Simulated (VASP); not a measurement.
GaAs: elastic constants with r2SCAN

The system is GaAs.

```xyz
2
Lattice="0.0000 2.7584 2.7584 2.7584 0.0000 2.7584 2.7584 2.7584 0.0000" Properties=species:S:1:pos:R:3 pbc="T T T"
Ga    0.0000    0.0000    0.0000
As    4.1376    4.1376    4.1376
```

- Program: VASP 6.6.1
- Task: elastic constants
- Functional: r2SCAN
- Potentials or basis: VASP PAW PBE potentials, release 64 (Ga_d, As)
- Cutoff: 600 eV
- k mesh: 8 × 8 × 8
- Occupations: gaussian, width 0.01 eV
- Spin: no spin polarisation
- Dipole correction: no
- Ions in elastic constants: relaxed
- Further INCAR settings: ALGO = Normal; EDIFF = 1e-08; IBRION = 6; POTIM = 0.015; NSW = 1; ISIF = 3

| Property | Result |
| --- | --- |
| Elastic constants C11, C12, C44 | 141, 74, 67 GPa |
| Voigt bulk modulus | 97 GPa |
| Highest phonon frequency at Γ, LO-TO splitting left out | 293 cm⁻¹ |

Phonon frequencies in cm⁻¹ (negative: imaginary):
| q point | frequencies |
| --- | --- |
| (0.000, 0.000, 0.000) | 0 0 0 293 293 293 |

Elastic tensor in Voigt notation (GPa, in the Cartesian axes of the cell as first typed):
```
141  74  74   0   0   0
 74 141  74   0   0   0
 74  74 141   0   0   0
  0   0   0  67   0   0
  0   0   0   0  67   0
  0   0   0   0   0  67
```

Clamped-ion elastic tensor (GPa):
```
141  74  74   0   0   0
 74 141  74   0   0   0
 74  74 141   0   0   0
  0   0   0 103   0   0
  0   0   0   0 103   0
  0   0   0   0   0 103
```

Run time: 2.1 h on 1 thread of Oxide Virtual Turin-like Processor, on a shared host, peak memory 0.32 GiB.

Caveat: the cell is under stress, which shifts elastic constants; the PAW data sets were made with another functional, which shifts forces and pressure a little.
